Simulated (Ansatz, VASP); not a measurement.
**One calculation of Cu, two programs**

The input INCAR:

```
SYSTEM = Cu
AGGAC = 1.0
AGGAX = 1.0
ALDAC = 0.0
ALDAX = 1.0
ALGO = Normal
EDIFF = 1E-6
ENCUT = 520
GGA = B5
ISIF = 2
ISMEAR = -1
LASPH = .TRUE.
LCHARG = .TRUE.
LELF = .TRUE.
LREAL = .FALSE.
LVHAR = .TRUE.
LWAVE = .FALSE.
NBANDS = 18
NELM = 100
PREC = Accurate
SIGMA = 0.1
```

File KPOINTS:

```
k-points
0
G
  15 15 8
  0 0 0
```

Contents of POSCAR:

```
Cu
1.0
    2.5820185751      0.0000000000      0.0000000000
   -1.2910092876      2.2360936791      0.0000000000
    0.0000000000      0.0000000000      4.2323468566
Cu
2
Direct
    0.3333333333      0.6666666667      0.2500000000
    0.6666666667      0.3333333333      0.7500000000
```

Input for Ansatz:

```yaml
crystal:
  lattice:
    - [2.5820185751, 0.0, 0.0]
    - [-1.2910092876, 2.2360936791, 0.0]
    - [0.0, 0.0, 4.2323468566]
  atoms:
    - { symbol: Cu, position: [0.3333333333, 0.6666666667, 0.25] }
    - { symbol: Cu, position: [0.6666666667, 0.3333333333, 0.75] }
hamiltonian:
  xc: blyp
  pseudopotentials:
    kind: paw
    azcp:
      Cu: "pseudopotentials/Cu.paw.azcp"
basis:
  ecutwfc: 420
  fft_grid_basis: typed
kpoints:
  mp_grid: { grid: [15, 15, 8], shift: [0, 0, 0] }
magnetization:
  spin_polarized: false
scf:
  occupations: { method: fermi_dirac, width: 0.1 }
  lower_state_search: "off"
output:
  stress: true
```

Alike in both runs: task single point; functional BLYP; k mesh 15 × 15 × 8; occupations fermi-dirac, width 0.1 eV; no spin polarisation.

```csv
,VASP,Ansatz
version,VASP 6.6.1,Ansatz 0.2.0
potentials or method,"VASP PAW PBE potentials, release 64 (Cu), cutoff 520 eV","plane waves (420 eV) with PAW, scalar-relativistic"
valence electrons in the cell,22,38
```

```tsv
	VASP	Ansatz	Ansatz less VASP
pressure (GPa)	5.8	5.0	-0.81
traceless stress, the component that is largest in VASP (GPa)	0.96	0.98	+0.023
```

VASP's potentials were made for PBE, not for BLYP. With one functional, cell and mesh, what is left measures potentials, basis and numerics. VASP's potentials hold 22 valence electrons a cell and Ansatz's 38, so a difference there can come from the potentials and not from the codes.
